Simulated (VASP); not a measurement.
Write the native input for VASP 6.6.1 that does the following.

| Quantity | Value |
| --- | --- |
| Task | single point |
| Functional | HSE06 |
| Potentials or basis | VASP PAW PBE potentials, release 64 (Na_pv, H) |
| Cutoff | 520 eV |
| k mesh | 6 × 6 × 2 |
| Occupations | gaussian, width 0.01 eV |
| Spin | no spin polarisation |
| Dipole correction | no |
| Grid for exact exchange (PRECFOCK) | Normal |
| Further INCAR settings | ALGO = Normal; EDIFF = 1e-06; NBANDS = 16 |
| Share of exact exchange | 0.25 |
| Screening parameter | 0.2079 1/Å |

The system is NaH.

```
CELL_PARAMETERS angstrom
3.31916 0.00000 0.00000
-1.65958 2.87448 0.00000
0.00000 0.00000 5.83095
ATOMIC_POSITIONS crystal
Na 0.00000 0.00000 0.00000
Na 0.00000 0.00000 0.50000
H 0.33333 0.66667 0.25000
H 0.66667 0.33333 0.75000
```

One way to write it, as run:

POSCAR

```
NaH
1.0
    3.3191587684      0.0000000000      0.0000000000
   -1.6595793842      2.8744758126      0.0000000000
    0.0000000000      0.0000000000      5.8309537807
Na H
2 2
Direct
    0.0000000000      0.0000000000      0.0000000000
    0.0000000000      0.0000000000      0.5000000000
    0.3333333333      0.6666666667      0.2500000000
    0.6666666667      0.3333333333      0.7500000000
```

INCAR.step1

```
SYSTEM = NaH
PREC = Accurate ; ENCUT = 520
EDIFF = 1E-5 ; ISMEAR = 0
SIGMA = 0.01 ; LREAL = .False.
LASPH = .True. ; NELM = 100
ALGO = Normal ; ISIF = 2
LWAVE = .True. ; LCHARG = .False.
NBANDS = 16 ; GGA = PE
```

INCAR.step2

```
SYSTEM = NaH
PREC = Accurate ; ENCUT = 520
EDIFF = 1E-6 ; ISMEAR = 0
SIGMA = 0.01 ; LREAL = .False.
LASPH = .True. ; NELM = 100
ALGO = Normal ; ISIF = 2
LWAVE = .False. ; LCHARG = .False.
GGA = PE ; LHFCALC = .True.
HFSCREEN = 0.2079 ; PRECFOCK = Normal
NBANDS = 16 ; ISTART = 1
```

KPOINTS

```
Automatic mesh
0
Gamma
  6 6 2
  0 0 0
```

Potentials or basis: VASP PAW PBE potentials, release 64 (Na_pv, H).

The run is started by

```console
$ cat potpaw_PBE.64/Na_pv/POTCAR potpaw_PBE.64/H/POTCAR > POTCAR
$ cp INCAR.step1 INCAR
$ mpirun -np 1 vasp_std > vasp.out
$ cp INCAR.step2 INCAR
$ mpirun -np 1 vasp_std > vasp.out
```

It gave:

* Pressure: 0.2 GPa
* Band gap on the k mesh: 4.50 eV (least direct gap 5.70 eV)

Caveat: the k points lie up to 0.54 Å⁻¹ apart; the PAW data sets were made with another functional, which shifts forces and pressure a little.

It took 10 min on 1 thread of Intel(R) Xeon(R) Platinum 8259CL CPU @ 2.50GHz (Skylake/Cascade Lake), on a shared host, peak memory 0.29 GiB.
